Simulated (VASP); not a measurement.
# SnSe2 in VASP: further runs

The runs below take SnSe2 through single point, with PBE+D3(BJ).

Program: VASP 6.6.1. These are calculated values, not measurements. Logs are shortened: lines on timing, memory, paths and dates and some standing lists are left out, and cuts for length are marked.

### Step 1. The cell of the first run

The cell holds a slab with vacuum, 3 atoms: a = 3.824 Å, b = 3.824 Å, c = 23.202 Å, α = 90.00°, β = 90.00°, γ = 120.00°.

### Step 2. Single point, PBE+D3(BJ)

File INCAR:

```
  ALGO = Normal
  DIPOL = 0.5 0.5 0.500
  EDIFF = 1E-7
  ENCUT = 520
  GGA = PE
  IDIPOL = 3
  ISIF = 2
  ISMEAR = 0
  IVDW = 12
  LASPH = True
  LCHARG = False
  LDIPOL = True
  LREAL = False
  LWAVE = False
  NBANDS = 20
  NELM = 100
  PREC = Accurate
  SIGMA = 0.05
```

File KPOINTS:

```
k-points
0
Gamma
  9 9 1
```

File POSCAR:

```
SnSe2
1.0
    3.8244691777      0.0000000000      0.0000000000
   -1.9122345888      3.3120874639      0.0000000000
    0.0000000000      0.0000000000     23.2019717807
Se Sn
2 1
Direct
    0.6666666667      0.3333333333      0.4309978520
    0.3333333333      0.6666666667      0.5690021480
    0.0000000000      0.0000000000      0.5000000091
```

Potentials or basis: VASP PAW PBE potentials, release 64 (Se, Sn_d).

Run with:

```bash
cat potpaw_PBE.64/Se/POTCAR potpaw_PBE.64/Sn_d/POTCAR > POTCAR
mpirun -np 1 vasp_std > vasp.out
```

OUTCAR:

```text
EDIFF = 1E-7
   ENCUT = 520
   GGA = PE
   ISIF = 2
   ISMEAR = 0
   IVDW = 12
   LASPH = True
   LREAL = False
   NELM = 100
   PREC = Accurate
 IVDW          = 12

 ion  position               nearest neighbor table
   1  0.667  0.333  0.431-   3 2.73   3 2.73   3 2.73
   2  0.333  0.667  0.569-   3 2.73   3 2.73   3 2.73
   3  0.000  0.000  0.500-   2 2.73   2 2.73   2 2.73   1 2.73   1 2.73   1 2.73

  LATTYP: Found a hexagonal cell.
 ALAT       =     3.8244691777
 C/A-ratio  =     6.0667168966

  Lattice vectors:

 A1 = (   3.8244691777,   0.0000000000,   0.0000000000)
 A2 = (  -1.9122345888,   3.3120874639,   0.0000000000)
 A3 = (   0.0000000000,   0.0000000000,  23.2019717807)

Analysis of symmetry for initial positions (statically):
=====================================================================
 Subroutine PRICEL returns:
 Original cell was already a primitive cell.

 Routine SETGRP: Setting up the symmetry group for a
 hexagonal supercell.

 Subroutine GETGRP returns: Found 12 space group operations
 (whereof 12 operations were pure point group operations)
 out of a pool of 24 trial point group operations.

The static configuration has the point symmetry D_3d.

Analysis of symmetry for dynamics (positions and initial velocities):
=====================================================================
 Subroutine PRICEL returns:
 Original cell was already a primitive cell.

 Routine SETGRP: Setting up the symmetry group for a
 hexagonal supercell.

 Subroutine GETGRP returns: Found 12 space group operations
 (whereof 12 operations were pure point group operations)
 out of a pool of 24 trial point group operations.

The dynamic configuration has the point symmetry D_3d.

 Subroutine INISYM returns: Found 12 space group operations
 (whereof 12 operations are pure point group operations),
 and found     1 'primitive' translations

----------------------------------------------------------------------------------------

                                     Primitive cell

  volume of cell :     293.8988

  direct lattice vectors                    reciprocal lattice vectors
     3.824469178  0.000000000  0.000000000     0.261474195  0.150962197  0.000000000
    -1.912234589  3.312087464  0.000000000     0.000000000  0.301924394  0.000000000
     0.000000000  0.000000000 23.201971781     0.000000000  0.000000000  0.043099785

  length of vectors
     3.824469178  3.824469178 23.201971781     0.301924394  0.301924394  0.043099785

  position of ions in fractional coordinates (direct lattice)
     0.666666667  0.333333333  0.430997852
     0.333333333  0.666666667  0.569002148
[... 72 lines left out ...]
   ISIF   =      2    stress and relaxation
   ISYM   =      2    0-nonsym 1-usesym 2-fastsym
   POTIM  = 0.5000    time-step for ionic-motion
   TEBEG  =    0.0;   TEEND  =   0.0 temperature during run
   PSTRESS=    0.0 pullay stress
   NELECT =      26.0000    total number of electrons
   NUPDOWN=      -1.0000    fix difference up-down
   EMIN   =  10.00;   EMAX   =-10.00  energy-range for DOS
   EFERMI =   0.00;   METHOD = LEGACY
   ISMEAR =     0;   SIGMA  =   0.05  broadening in eV -4-tet -1-fermi 0-gaus
   EFERMI_NEDOS =   21; number of points for ismear=-14 and -15
   IALGO  =     38    algorithm
   IMIX   =      4    mixing-type and parameters
     AMIX     =   0.40;   BMIX     =  1.00
     AMIX_MAG =   1.60;   BMIX_MAG =  1.00
  volume/ion in A,a.u.               =      97.97       661.11
  Fermi-wavevector in a.u.,A,eV,Ry     =   0.729458  1.378475  7.239772  0.532108
  Thomas-Fermi vector in A             =   1.821184
   LORBIT       =      0    0 simple, 1 ext, 2 COOP (PROOUT), +10 PAW based schemes
   GGA     = PE    functional components
   LHFCALC =     F    Hartree Fock is set to
   AEXX    =    0.0000 exact exchange contribution
   IVDW    =    12    specifies the selected vdW correction
   LEPSILON=     F    determine dielectric tensor
   LRPA    =     F    only Hartree local field effects (RPA)
 non-spin polarized calculation
 Gauss-broadening in eV      SIGMA  =   0.05
  energy-cutoff  :      520.00
  volume of cell :      293.90
 maximum number of plane-waves:      7953
   NGX = 15   NGY = 15   NGZ = 87

 number of electron      26.0000003 magnetization

 dipolmoment           0.000000      0.000000     -0.000001 electrons x Angstroem

 Free energy of the ion-electron system (eV)
  ---------------------------------------------------
  ext. energy  EPLUGINS =         0.00000000
  ---------------------------------------------------
  free energy    TOTEN  =       -11.85398377 eV

  energy without entropy =      -11.85398377  energy(sigma->0) =      -11.85398377

 E-fermi :  -3.0782     XC(G=0):  -2.9622

 val. band max:       -3.3181386445   @ k =   0.1111  -0.0000   0.0000
 cond. band min:      -2.4982638531   @ k =   0.4444  -0.0000   0.0000
 fundamental gap:      0.8198747913
 Fermi energy:        -3.0781537376

 k-point     1 :       0.0000    0.0000    0.0000
  band No.  band energies     occupation
      1     -24.4886      2.00000
      2     -24.4886      2.00000
      3     -24.4493      2.00000
      4     -24.4399      2.00000
      5     -24.4399      2.00000
      6     -16.8301      2.00000
[... 265 lines left out ...]
     19       5.3966      0.00000
     20       5.3990      0.00000

------------------------ aborting loop because EDIFF is reached ----------------------------------------

 vacuum level on the upper side and lower side of the slab       (xc-potential included)        -0.098        -0.098

 Edisp (eV)   -0.75769

 E8    (eV) :    -0.3535

  FORCE on cell =-STRESS in cart. coord.  units (eV):
  Direction    XX          YY          ZZ          XY          YZ          ZX
  --------------------------------------------------------------------------------------
  -------------------------------------------------------------------------------------
  Total       0.01949     0.01949     0.01375     0.00000     0.00000     0.00000
  in kB       0.10623     0.10623     0.07493     0.00000     0.00000     0.00000
  external pressure =        0.10 kB  Pullay stress =        0.00 kB

 VOLUME and BASIS-vectors are now :
 -----------------------------------------------------------------------------
  energy-cutoff  :      520.00
  volume of cell :      293.90
      direct lattice vectors                 reciprocal lattice vectors
     3.824469178  0.000000000  0.000000000     0.261474195  0.150962197  0.000000000
    -1.912234589  3.312087464  0.000000000     0.000000000  0.301924394  0.000000000
     0.000000000  0.000000000 23.201971781     0.000000000  0.000000000  0.043099785

 POSITION                                       TOTAL-FORCE (eV/Angst)
 -----------------------------------------------------------------------------------
      1.91223      1.10403     10.00000        -0.000000      0.000000     -0.009141
     -0.00000      2.20806     13.20197         0.000000     -0.000000      0.009141
      0.00000      0.00000     11.60099         0.000000      0.000000     -0.000000
 -----------------------------------------------------------------------------------
    total drift:                               -0.000000     -0.000000     -0.000212

  FREE ENERGIE OF THE ION-ELECTRON SYSTEM (eV)
  ---------------------------------------------------
  free  energy   TOTEN  =       -12.6116774020 eV

  energy  without entropy=      -12.6116774020  energy(sigma->0) =      -12.61167740

 vacuum level on the upper side and lower side of the slab         2.557         2.557
```

OSZICAR:

```text
N       E                     dE             d eps       ncg     rms          rms(c)
DAV:   1     0.174809624934E+03    0.17481E+03   -0.10863E+04   544   0.102E+03
DAV:   2     0.830266009872E+01   -0.16651E+03   -0.16289E+03   624   0.219E+02
DAV:   3    -0.115256392143E+02   -0.19828E+02   -0.19698E+02   592   0.896E+01
[... 14 lines left out ...]
DAV:  18    -0.118539825488E+02   -0.22701E-05   -0.38750E-08   536   0.135E-03    0.232E-04
DAV:  19    -0.118539834231E+02   -0.87426E-06   -0.14193E-08   484   0.426E-04    0.189E-04
DAV:  20    -0.118539835739E+02   -0.15077E-06   -0.26131E-09   516   0.201E-04    0.147E-04
DAV:  21    -0.118539836741E+02   -0.10021E-06   -0.83655E-10   484   0.139E-04    0.380E-05
DAV:  22    -0.118539837705E+02   -0.96427E-07   -0.10642E-09   456   0.134E-04
   1 F= -.12611677E+02 E0= -.12611677E+02  d E =-.206621E-12
```

stdout:

```text
POSCAR found type information on POSCAR SeSn
 POSCAR found :  2 types and       3 ions
 scaLAPACK will be used
 LDA part: xc-table for (Slater+PW92), standard interpolation
 POSCAR, INCAR and KPOINTS ok, starting setup
 FFT: planning ... GRIDC
 FFT: planning ... GRID_SOFT
 FFT: planning ... GRID
 WAVECAR not read
 entering main loop
```

Wall time 3 min (1 thread of Intel Xeon 6975P-C, shared host); peak memory 0.4 GiB.

What came out:

| Item | Value |
| --- | --- |
| Free energy | -12.6117 eV |
| Largest force | 0.009 eV/Å |
| Band gap on the k mesh | 0.82 eV, indirect (least direct gap 1.16 eV) |
| Dispersion energy per atom | -0.253 eV |

Forces on the atoms (eV/Å):
```
Se   0.000  0.000 -0.009
Se   0.000  0.000  0.009
Sn   0.000  0.000  0.000
```

Levels at points of the mesh, in eV from the valence-band top:
```csv
k point,band 9,band 10,band 11,band 12,band 13,band 14,band 15,band 16,band 17,band 18
"(0.00, 0.00, 0.00)",-1.19,-0.46,-0.46,-0.07,-0.07,1.59,3.11,4.62,4.62,5.56
```

Caveat: spin-orbit coupling is left out, which moves the levels of the heavy elements.

### Step 3. Single point, PBE+D3(BJ)

This run uses another cell than the first one, of 96.72 Å³/atom, 0.987 times its volume.

File INCAR:

```
SYSTEM = SnSe2
PREC = Accurate
ENCUT = 520
EDIFF = 1E-6
ISMEAR = 0
SIGMA = 0.05
LREAL = .FALSE.
LASPH = .TRUE.
NELM = 60
ALGO = Normal
ISIF = 2
LWAVE = .FALSE.
LCHARG = .TRUE.
LDIPOL = .TRUE.
IDIPOL = 3
DIPOL = 0.5 0.5 0.500
GGA = PE
IVDW = 12
LELF = .TRUE.
LVHAR = .TRUE.
LVACPOTAV = .TRUE.
NBANDS = 20
```

File KPOINTS:

```
regular mesh
0
G
  12 12 1
  0 0 0
```

File POSCAR:

```
SnSe2
1.0
    3.8109987800      0.0000000000      0.0000000000
   -1.9054993900      3.3004217600      0.0000000000
    0.0000000000      0.0000000000     23.0685001926
Se Sn
2 1
Direct
    0.6666666700      0.3333333300      0.4334915541
    0.3333333300      0.6666666700      0.5665084459
    0.0000000000      0.0000000000      0.5000000000
```

Potentials or basis: VASP PAW PBE potentials, release 64 (Se, Sn_d).

Run with:

```bash
cat potpaw_PBE.64/Se/POTCAR potpaw_PBE.64/Sn_d/POTCAR > POTCAR
mpirun -np 1 vasp_std > vasp.out
```

OUTCAR:

```text
SYSTEM = SnSe2
   PREC = Accurate
   ENCUT = 520
   EDIFF = 1E-6
   ISMEAR = 0
   LREAL = .FALSE.
   LASPH = .TRUE.
   NELM = 60
   ISIF = 2
   GGA = PE
   IVDW = 12
 IVDW          = 12

 ion  position               nearest neighbor table
   1  0.667  0.333  0.433-   3 2.68   3 2.68   3 2.68
   2  0.333  0.667  0.567-   3 2.68   3 2.68   3 2.68
   3  0.000  0.000  0.500-   1 2.68   2 2.68   1 2.68   2 2.68   1 2.68   2 2.68

  LATTYP: Found a hexagonal cell.
 ALAT       =     3.8109987800
 C/A-ratio  =     6.0531376482

  Lattice vectors:

 A1 = (   3.8109987800,   0.0000000000,   0.0000000000)
[... 627 lines left out ...]
  --------------------------------------------------------------------------------------
  -------------------------------------------------------------------------------------
  Total       1.22204     1.22204     2.24457    -0.00000     0.00000     0.00000
  in kB       6.74788     6.74788    12.39415    -0.00000     0.00000     0.00000
  external pressure =        8.63 kB  Pullay stress =        0.00 kB

 VOLUME and BASIS-vectors are now :
 -----------------------------------------------------------------------------
  energy-cutoff  :      520.00
  volume of cell :      290.15
      direct lattice vectors                 reciprocal lattice vectors
     3.810998780  0.000000000  0.000000000     0.262398405  0.151495789  0.000000000
    -1.905499390  3.300421760  0.000000000     0.000000000  0.302991579  0.000000000
     0.000000000  0.000000000 23.068500193     0.000000000  0.000000000  0.043349155

 POSITION                                       TOTAL-FORCE (eV/Angst)
 -----------------------------------------------------------------------------------
      1.90550      1.10014     10.00000        -0.000000     -0.000000     -0.736613
     -0.00000      2.20028     13.06850         0.000000      0.000000      0.736613
      0.00000      0.00000     11.53425        -0.000000      0.000000      0.000000
 -----------------------------------------------------------------------------------
    total drift:                               -0.000000     -0.000000      0.000000

  FREE ENERGIE OF THE ION-ELECTRON SYSTEM (eV)
  ---------------------------------------------------
  free  energy   TOTEN  =       -12.5593568475 eV

  energy  without entropy=      -12.5593568475  energy(sigma->0) =      -12.55935685

 vacuum level on the upper side and lower side of the slab         2.686         2.686
```

stdout:

```text
POSCAR found type information on POSCAR SeSn
 POSCAR found :  2 types and       3 ions
 scaLAPACK will be used
 LDA part: xc-table for (Slater+PW92), standard interpolation
 POSCAR, INCAR and KPOINTS ok, starting setup
 FFT: planning ... GRIDC
 FFT: planning ... GRID_SOFT
 FFT: planning ... GRID
 WAVECAR not read
 entering main loop
 -----------------------------------------------------------------------------
|                                                                             |
|           W    W    AA    RRRRR   N    N  II  N    N   GGGG   !!!           |
|           W    W   A  A   R    R  NN   N  II  NN   N  G    G  !!!           |
|           W    W  A    A  R    R  N N  N  II  N N  N  G       !!!           |
|           W WW W  AAAAAA  RRRRR   N  N N  II  N  N N  G  GGG   !            |
|           WW  WW  A    A  R   R   N   NN  II  N   NN  G    G                |
|           W    W  A    A  R    R  N    N  II  N    N   GGGG   !!!           |
|                                                                             |
|     Did not find any points to average over, which means that no vacuum     |
|     field-free region was found. Please increase the size of  your cell     |
|     in the dimension of the dipole correction to obtain accurate            |
|     workfunction values.                                                    |
|                                                                             |
 -----------------------------------------------------------------------------
```

It took 3.9 min on 1 thread of Intel Xeon 6975P-C, shared host; peak memory 0.44 GiB.

What came out:

```
Free energy                : -12.5594 eV
Largest force              : 0.737 eV/Å
Band gap on the k mesh     : 0.95 eV, indirect (least direct gap 1.25 eV)
Dispersion energy per atom : -0.258 eV
```

Forces in eV/Å, atoms in the order of the input:
```
Se   0.000  0.000 -0.737
Se   0.000  0.000  0.737
Sn   0.000  0.000  0.000
```

Caveat: spin-orbit coupling is left out, which moves the levels of the heavy elements.
